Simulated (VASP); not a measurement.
Au, 1 atom in the cell. It takes space group Fm-3m (No. 225, cubic). The conventional cell has a = 3.983 Å, b = 3.983 Å, c = 3.983 Å, α = 90.00°, β = 90.00°, γ = 90.00°. Within 3.7 Å of Au (site symmetry m-3m) lie 12 Au at 2.82 Å.  This cell differs from its parent crystal: volume scaled by 0.88.

* Program: VASP 6.6.1
* Task: single point
* Functional: PBE
* Potentials or basis: VASP PAW PBE potentials, release 64 (Au)
* Cutoff: 520 eV
* k mesh: 21 × 21 × 21
* Occupations: fermi-dirac, width 0.1 eV
* Spin: no spin polarisation
* Dipole correction: no
* Further INCAR settings: ALGO = Normal; EDIFF = 1e-06; NBANDS = 12

Potentials or basis: VASP PAW PBE potentials, release 64 (Au).

Run with:

```console
$ cat potpaw_PBE.64/Au/POTCAR > POTCAR
$ mpirun -np 1 vasp_std > vasp.out
```

Hardware: 1 thread of Intel(R) Xeon(R) Platinum 8375C CPU @ 2.90GHz (Ice Lake), on a shared host.

Problem. How long does it take, and how much memory?

Solution. Run time: 26 s on 1 thread of Intel(R) Xeon(R) Platinum 8375C CPU @ 2.90GHz (Ice Lake), with other jobs on the host, peak memory 0.18 GiB. Counts: scf iterations 11, k points 286.
